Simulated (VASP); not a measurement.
Wanted: the native input for a VASP 6.6.1 run.

* Task: electric field gradients
* Functional: PBEsol
* Potentials or basis: VASP PAW PBE potentials, release 64 (Sr_sv, Ti_sv, O)
* Cutoff: 520 eV
* k mesh: 7 × 7 × 7
* Occupations: fermi-dirac, width 0.05 eV
* Spin: no spin polarisation
* Dipole correction: no
* Further INCAR settings: ALGO = Normal; EDIFF = 1e-08; NBANDS = 28

The structure of SrTiO3 lies in POSCAR:

```
SrTiO3
1.0
    3.9179735172      0.0000000000      0.0000000000
    0.0000000000      3.9179735172      0.0000000000
    0.0000000000      0.0000000000      3.9179735172
Sr Ti O
1 1 3
Direct
    0.0000000000      0.0000000000      0.0000000000
    0.5000000000      0.5000000000      0.5000000000
    0.0000000000      0.5000000000      0.5000000000
    0.5000000000      0.0000000000      0.5000000000
    0.5000000000      0.5000000000      0.0000000000
```

This cell differs from its parent crystal: volume scaled by 1.01.

One way to write it, as run:

INCAR

```
SYSTEM = SrTiO3
PREC = Accurate
ENCUT = 520
EDIFF = 1E-8
ISMEAR = -1
SIGMA = 0.05
LREAL = .FALSE.
LASPH = .TRUE.
NELM = 80
ALGO = Normal
ISIF = 2
LWAVE = .FALSE.
LCHARG = .FALSE.
GGA = PS
LEFG = .TRUE.
NBANDS = 28
```

KPOINTS

```
regular mesh
0
G
  7 7 7
  0 0 0
```

Potentials or basis: VASP PAW PBE potentials, release 64 (Sr_sv, Ti_sv, O).

The run is started by

```console
$ cat potpaw_PBE.64/Sr_sv/POTCAR potpaw_PBE.64/Ti_sv/POTCAR potpaw_PBE.64/O/POTCAR > POTCAR
$ mpirun -np 1 vasp_std > vasp.out
```

It gave:

| Quantity | Value |
| --- | --- |
| Pressure | -3.0 GPa |
| Band gap on the k mesh | 1.85 eV, indirect (least direct gap 2.15 eV) |

Caveat: without QUAD_EFG the Cq values of the log hold for a quadrupole moment of 1 mb, not for the nuclei; the PAW data sets were made with another functional, which shifts forces and pressure a little.

Wall time 54 s on 1 thread of AMD EPYC 7R13 Processor (Zen 3) (shared host), peak memory 0.15 GiB.
